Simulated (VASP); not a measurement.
**SiNi3: single point with PBE**

SiNi3:

```
Si Ni
1.0
     3.46969    0.00000    0.00000
     0.00000    3.46969    0.00000
     0.00000    0.00000    3.46969
Si Ni
1 3
Direct
  0.00000 0.00000 0.00000
  0.00000 0.50000 0.50000
  0.50000 0.00000 0.50000
  0.50000 0.50000 0.00000
```

This cell differs from its parent crystal: volume scaled by 0.94.

```json
{
  "Program": "VASP 6.6.1",
  "Task": "single point",
  "Functional": "PBE",
  "Potentials or basis": "VASP PAW PBE potentials, release 64 (Si, Ni)",
  "Cutoff": "520 eV",
  "k mesh": "7 × 7 × 7",
  "Occupations": "fermi-dirac, width 0.05 eV",
  "Spin": "collinear spin, ferromagnetic start",
  "Starting moments": "[0.0, 1.5, 1.5, 1.5] μB",
  "Dipole correction": "no",
  "Further INCAR settings": "ALGO = Normal; EDIFF = 1e-06; NBANDS = 29"
}
```

```json
{
 "Pressure": "7.2 GPa",
 "Band gap on the k mesh": "zero (filled and empty bands overlap)",
 "Net moment": "0.00 μB per cell",
 "Valence electrons inside the program's atomic spheres": "Si 1.57; Ni 9.53"
}
```

Levels at points of the mesh, in eV from the Fermi level:
Spin up:
| k point | band 14 | band 15 | band 16 | band 17 | band 18 | band 19 | band 20 | band 21 |
| --- | --- | --- | --- | --- | --- | --- | --- | --- |
| (0.00, 0.00, 0.00) | -0.66 | -0.66 | -0.32 | 0.03 | 0.03 | 0.03 | 5.11 | 6.47 |
Spin down:
```
           k point  band 14  band 15  band 16  band 17  band 18  band 19  band 20  band 21
(0.00, 0.00, 0.00)    -0.66    -0.66    -0.32     0.03     0.03     0.03     5.11     6.47
```

Run time: 34 s on 1 thread of Intel(R) Xeon(R) Platinum 8488C (Sapphire Rapids), on a shared host, peak memory 0.18 GiB.

Caveat: the starting moments collapsed, and a magnetic state may lie lower.
